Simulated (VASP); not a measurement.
# Hf in VASP: single point with PBE

Aim: the single point of Hf with PBE.

Everything below comes from runs of VASP 6.6.1. Logs are shortened: lines on timing, memory, paths and dates and some standing lists are left out, and cuts for length are marked.

**1. The cell of the first run**

The cell holds a slab with vacuum, 5 atoms: a = 3.140 Å, b = 3.140 Å, c = 23.880 Å, α = 90.00°, β = 90.00°, γ = 90.00°.

**2. Single point, PBE**

INCAR reads:

```
SYSTEM = Hf
ALGO = Normal
DIPOL = 0.5 0.5 0.500
EDIFF = 1E-6
ENCUT = 520
GGA = PE
IDIPOL = 3
ISIF = 2
ISMEAR = -1
LASPH = .True.
LCHARG = .False.
LDIPOL = .True.
LREAL = .False.
LWAVE = .False.
NBANDS = 33
NELM = 60
PREC = Accurate
SIGMA = 0.05
```

KPOINTS reads:

```
k-points
0
Gamma
  9 9 1
  0 0 0
```

POSCAR reads:

```
Hf
1.0
    3.1395541085      0.0000000000      0.0000000000
    0.0000000000      3.1395541085      0.0000000000
    0.0000000000      0.0000000000     23.8800000000
Hf
5
Direct
    0.5000000000      0.5000000000      0.3140703518
    0.0000000000      0.0000000000      0.4070351759
    0.5000000000      0.5000000000      0.5000000000
    0.0000000000      0.0000000000      0.5929648241
    0.5000000000      0.5000000000      0.6859296482
```

Potentials or basis: VASP PAW PBE potentials, release 64 (Hf_pv).

Command:

```bash
$ cat potpaw_PBE.64/Hf_pv/POTCAR > POTCAR
$ mpirun -np 1 vasp_std > vasp.out
```

OUTCAR:

```text
SYSTEM = Hf
   EDIFF = 1E-6
   ENCUT = 520
   GGA = PE
   ISIF = 2
   ISMEAR = -1
   LASPH = .True.
   LREAL = .False.
   NELM = 60
   PREC = Accurate

 ion  position               nearest neighbor table
   1  0.500  0.500  0.314-   2 3.14   2 3.14   2 3.14   2 3.14
   2  0.000  0.000  0.407-   1 3.14   3 3.14   1 3.14   3 3.14   1 3.14   3 3.14   1 3.14   3 3.14

   3  0.500  0.500  0.500-   2 3.14   4 3.14   2 3.14   4 3.14   2 3.14   4 3.14   2 3.14   4 3.14

   4  0.000  0.000  0.593-   3 3.14   5 3.14   3 3.14   5 3.14   3 3.14   5 3.14   3 3.14   5 3.14

   5  0.500  0.500  0.686-   4 3.14   4 3.14   4 3.14   4 3.14

  LATTYP: Found a simple tetragonal cell.
 ALAT       =     3.1395541085
 C/A-ratio  =     7.6061756462

  Lattice vectors:

 A1 = (   3.1395541085,   0.0000000000,   0.0000000000)
 A2 = (   0.0000000000,   3.1395541085,   0.0000000000)
 A3 = (   0.0000000000,   0.0000000000,  23.8800000000)

Analysis of symmetry for initial positions (statically):
=====================================================================
 Subroutine PRICEL returns:
 Original cell was already a primitive cell.

 Routine SETGRP: Setting up the symmetry group for a
 simple tetragonal supercell.

 Subroutine GETGRP returns: Found 16 space group operations
 (whereof 16 operations were pure point group operations)
 out of a pool of 16 trial point group operations.

The static configuration has the point symmetry D_4h.

Analysis of symmetry for dynamics (positions and initial velocities):
=====================================================================
 Subroutine PRICEL returns:
 Original cell was already a primitive cell.

 Routine SETGRP: Setting up the symmetry group for a
 simple tetragonal supercell.

 Subroutine GETGRP returns: Found 16 space group operations
 (whereof 16 operations were pure point group operations)
 out of a pool of 16 trial point group operations.

The dynamic configuration has the point symmetry D_4h.

 Subroutine INISYM returns: Found 16 space group operations
 (whereof 16 operations are pure point group operations),
 and found     1 'primitive' translations

----------------------------------------------------------------------------------------

                                     Primitive cell

  volume of cell :     235.3804

  direct lattice vectors                    reciprocal lattice vectors
     3.139554109  0.000000000  0.000000000     0.318516568  0.000000000  0.000000000
     0.000000000  3.139554109  0.000000000     0.000000000  0.318516568  0.000000000
     0.000000000  0.000000000 23.880000000     0.000000000  0.000000000  0.041876047

  length of vectors
     3.139554109  3.139554109 23.880000000     0.318516568  0.318516568  0.041876047

  position of ions in fractional coordinates (direct lattice)
     0.500000000  0.500000000  0.314070352
     0.000000000  0.000000000  0.407035176
     0.500000000  0.500000000  0.500000000
     0.000000000  0.000000000  0.592964824
     0.500000000  0.500000000  0.685929648

  ion indices of the primitive-cell ions
   primitive index   ion index
                 1           1
                 2           2
                 3           3
                 4           4
                 5           5

----------------------------------------------------------------------------------------

 KPOINTS: k-points

Automatic generation of k-mesh.
 Grid dimensions read from file:
 generate k-points for:    9    9    1

 Generating k-lattice:

  Cartesian coordinates                     Fractional coordinates (reciprocal lattice)
     0.035390730  0.000000000  0.000000000     0.111111111  0.000000000  0.000000000
     0.000000000  0.035390730  0.000000000     0.000000000  0.111111111  0.000000000
     0.000000000  0.000000000  0.041876047     0.000000000  0.000000000  1.000000000

  Length of vectors
     0.035390730  0.035390730  0.041876047

  Shift w.r.t. Gamma in fractional coordinates (k-lattice)
     0.000000000  0.000000000  0.000000000

 Subroutine IBZKPT returns following result:
 ===========================================

 Found     15 irreducible k-points:

 Following reciprocal coordinates:
            Coordinates               Weight
  0.000000  0.000000  0.000000      1.000000
  0.111111  0.000000  0.000000      4.000000
  0.222222  0.000000  0.000000      4.000000
  0.333333  0.000000  0.000000      4.000000
  0.444444  0.000000  0.000000      4.000000
  0.111111  0.111111  0.000000      4.000000
  0.222222  0.111111  0.000000      8.000000
  0.333333  0.111111  0.000000      8.000000
  0.444444  0.111111  0.000000      8.000000
  0.222222  0.222222  0.000000      4.000000
  0.333333  0.222222  0.000000      8.000000
  0.444444  0.222222  0.000000      8.000000
  0.333333  0.333333  0.000000      4.000000
  0.444444  0.333333  0.000000      8.000000
  0.444444  0.444444  0.000000      4.000000
   k-points           NKPTS =     15   k-points in BZ     NKDIM =     15   number of bands    NBANDS=     33
   number of dos      NEDOS =    301   number of ions     NIONS =      5
   total plane-waves  NPLWV = 103680
   dimension x,y,z NGX =    24 NGY =   24 NGZ =  180
   dimension x,y,z NGXF=    48 NGYF=   48 NGZF=  360
   ions per type =               5
   NGX,Y,Z   is equivalent  to a cutoff of  12.71, 12.71, 12.53 a.u.
   NGXF,Y,Z  is equivalent  to a cutoff of  25.42, 25.42, 25.06 a.u.
 SYSTEM =  Hf
   PREC   = accura    normal or accurate (medium, high low for compatibility)
   ISTART =      0    job   : 0-new  1-cont  2-samecut
   ICHARG =      2    charge: 1-file 2-atom 10-const
   ISPIN  =      1    spin polarized calculation?
   LNONCOLLINEAR =      F non collinear calculations
   LSORBIT =      F    spin-orbit coupling
   LASPH  =      T    aspherical Exc in radial PAW
   ENCUT  =  520.0 eV  38.22 Ry    6.18 a.u.   5.84  5.84 44.40*2*pi/ulx,y,z
   NELM   =     60;   NELMIN=  2; NELMDL= -5     # of ELM steps
   EDIFF  = 0.1E-05   stopping-criterion for ELM
   LREAL  =      F    real-space projection
   EDIFFG = 0.1E-04   stopping-criterion for IOM
   NSW    =      0    number of steps for IOM
   IBRION =     -1    ionic relax: 0-MD 1-quasi-New 2-CG
   NFREE  =      0    steps in history (QN), initial steepest desc. (CG)
   ISIF   =      2    stress and relaxation
   ISYM   =      2    0-nonsym 1-usesym 2-fastsym
   POTIM  = 0.5000    time-step for ionic-motion
   TEBEG  =    0.0;   TEEND  =   0.0 temperature during run
   PSTRESS=    0.0 pullay stress
   NELECT =      50.0000    total number of electrons
   NUPDOWN=      -1.0000    fix difference up-down
   EMIN   =  10.00;   EMAX   =-10.00  energy-range for DOS
   EFERMI =   0.00;   METHOD = LEGACY
   ISMEAR =    -1;   SIGMA  =   0.05  broadening in eV -4-tet -1-fermi 0-gaus
   EFERMI_NEDOS =   21; number of points for ismear=-14 and -15
   IALGO  =     38    algorithm
   IMIX   =      4    mixing-type and parameters
     AMIX     =   0.40;   BMIX     =  1.00
     AMIX_MAG =   1.60;   BMIX_MAG =  1.00
  volume/ion in A,a.u.               =      47.08       317.69
  Fermi-wavevector in a.u.,A,eV,Ry     =   0.976805  1.845895 12.981984  0.954149
  Thomas-Fermi vector in A             =   2.107453
   LORBIT       =      0    0 simple, 1 ext, 2 COOP (PROOUT), +10 PAW based schemes
   GGA     = PE    functional components
   LHFCALC =     F    Hartree Fock is set to
   AEXX    =    0.0000 exact exchange contribution
   IVDW    =     0    specifies the selected vdW correction
   LEPSILON=     F    determine dielectric tensor
   LRPA    =     F    only Hartree local field effects (RPA)
 non-spin polarized calculation
  energy-cutoff  :      520.00
  volume of cell :      235.38
 maximum number of plane-waves:      6396
 NGX is ok and might be reduce to    24
   NGX = 11   NGY = 11   NGZ = 89

 dipolmoment           0.000000      0.000000      0.000000 electrons x Angstroem

 number of electron      49.9999995 magnetization

 dipolmoment           0.000000      0.000000     -0.000000 electrons x Angstroem

 Free energy of the ion-electron system (eV)
  ---------------------------------------------------
  ext. energy  EPLUGINS =         0.00000000
  ---------------------------------------------------
  free energy    TOTEN  =       -47.23555793 eV

  energy without entropy =      -47.14506402  energy(sigma->0) =      -47.19031098

 E-fermi :   0.2509     XC(G=0):  -6.2414

 val. band max:        0.2422000281   @ k =   0.2222   0.1111   0.0000
 cond. band min:       0.2662906991   @ k =   0.2222   0.1111   0.0000
 fundamental gap:      0.0240906710
 Fermi energy:         0.2508941119

 k-point     1 :       0.0000    0.0000    0.0000
  band No.  band energies     occupation
      1     -30.7481      2.00000
      2     -30.7396      2.00000
      3     -30.3240      2.00000
      4     -30.3240      2.00000
      5     -30.3234      2.00000
      6     -30.3234      2.00000
[... 25 lines left out ...]
     32       2.4777      0.00000
     33       2.4874      0.00000

 k-point     2 :       0.1111    0.0000    0.0000
  band No.  band energies     occupation
      1     -30.7379      2.00000
      2     -30.7332      2.00000
      3     -30.4017      2.00000
      4     -30.3860      2.00000
      5     -30.3179      2.00000
      6     -30.3174      2.00000
[... 25 lines left out ...]
     32       2.4456      0.00000
     33       2.4746      0.00000

 k-point     3 :       0.2222    0.0000    0.0000
  band No.  band energies     occupation
      1     -30.7200      2.00000
      2     -30.7172      2.00000
      3     -30.5428      2.00000
      4     -30.5329      2.00000
      5     -30.3024      2.00000
      6     -30.3022      2.00000
[... 25 lines left out ...]
     32       2.2765      0.00000
     33       2.3256      0.00000

 k-point     4 :       0.3333    0.0000    0.0000
  band No.  band energies     occupation
      1     -30.7177      2.00000
      2     -30.7122      2.00000
      3     -30.6910      2.00000
      4     -30.6848      2.00000
      5     -30.3423      2.00000
      6     -30.2950      2.00000
[... 25 lines left out ...]
     32       1.9741      0.00000
     33       2.5153      0.00000

 k-point     5 :       0.4444    0.0000    0.0000
  band No.  band energies     occupation
      1     -30.7925      2.00000
      2     -30.7873      2.00000
      3     -30.7250      2.00000
      4     -30.7105      2.00000
      5     -30.3871      2.00000
      6     -30.3792      2.00000
[... 280 lines left out ...]
 k-point    13 :       0.3333    0.3333    0.0000
  band No.  band energies     occupation
      1     -30.6691      2.00000
      2     -30.6680      2.00000
      3     -30.6400      2.00000
      4     -30.6373      2.00000
      5     -30.6170      2.00000
      6     -30.6170      2.00000
[... 25 lines left out ...]
     32       2.2397      0.00000
     33       2.9542      0.00000

 k-point    14 :       0.4444    0.3333    0.0000
  band No.  band energies     occupation
      1     -30.7382      2.00000
      2     -30.7378      2.00000
      3     -30.6575      2.00000
      4     -30.6556      2.00000
      5     -30.6020      2.00000
      6     -30.6018      2.00000
[... 25 lines left out ...]
     32       2.6960      0.00000
     33       3.0353      0.00000

 k-point    15 :       0.4444    0.4444    0.0000
  band No.  band energies     occupation
      1     -30.7322      2.00000
      2     -30.7309      2.00000
      3     -30.7296      2.00000
      4     -30.7273      2.00000
      5     -30.5948      2.00000
      6     -30.5943      2.00000
[... 25 lines left out ...]
     32       3.4651      0.00000
     33       3.4818      0.00000

------------------------ aborting loop because EDIFF is reached ----------------------------------------

 vacuum level on the upper side and lower side of the slab       (xc-potential included)        -0.242        -0.242

  FORCE on cell =-STRESS in cart. coord.  units (eV):
  Direction    XX          YY          ZZ          XY          YZ          ZX
  --------------------------------------------------------------------------------------
  -------------------------------------------------------------------------------------
  Total       -2.1104464     -2.1104464     -1.3644113      0.0000000      0.0000000      0.0000000
  in kB      -14.3652978    -14.3652978     -9.2872174      0.0000000      0.0000000      0.0000000
  external PRESSURE =     -12.6726043 kB  Pullay stress =       0.0000000 kB

 VOLUME and BASIS-vectors are now :
 -----------------------------------------------------------------------------
  energy-cutoff  :      520.00
  volume of cell :      235.38
      direct lattice vectors                 reciprocal lattice vectors
     3.139554109  0.000000000  0.000000000     0.318516568  0.000000000  0.000000000
     0.000000000  3.139554109  0.000000000     0.000000000  0.318516568  0.000000000
     0.000000000  0.000000000 23.880000000     0.000000000  0.000000000  0.041876047

 POSITION                                       TOTAL-FORCE (eV/Angst)
 -----------------------------------------------------------------------------------
      1.56978      1.56978      7.50000        -0.000000     -0.000000      0.675043
      0.00000      0.00000      9.72000         0.000000      0.000000     -1.046947
      1.56978      1.56978     11.94000        -0.000000      0.000000      0.000000
      0.00000      0.00000     14.16000         0.000000      0.000000      1.046947
      1.56978      1.56978     16.38000         0.000000      0.000000     -0.675043
 -----------------------------------------------------------------------------------
    total drift:                                0.000000      0.000000     -0.000000

  FREE ENERGIE OF THE ION-ELECTRON SYSTEM (eV)
  ---------------------------------------------------
  free  energy   TOTEN  =       -47.2355579308 eV

  energy  without entropy=      -47.1450640210  energy(sigma->0) =      -47.19031098

 vacuum level on the upper side and lower side of the slab         4.104         4.104
```

It took 2.6 min on 1 thread of Intel Xeon Platinum 8559C (Emerald Rapids), shared host; peak memory 0.34 GiB.

What came out:

- Free energy: -47.2356 eV
- Largest force: 1.047 eV/Å
- Band gap on the k mesh: zero (band 25 reaches 0.38 eV, above the bottom of band 26 at -0.12 eV)

Forces on the atoms (eV/Å):
```
Hf   0.000  0.000  0.675
Hf   0.000  0.000 -1.047
Hf   0.000  0.000  0.000
Hf   0.000  0.000  1.047
Hf   0.000  0.000 -0.675
```

Levels at points of the mesh, in eV from the Fermi level:
| k point | band 23 | band 24 | band 25 | band 26 | band 27 | band 28 |
| --- | --- | --- | --- | --- | --- | --- |
| (0.00, 0.00, 0.00) | -0.81 | -0.06 | 0.08 | 0.13 | 1.05 | 1.57 |

Caveat: spin-orbit coupling is left out, which moves the levels of the heavy elements.
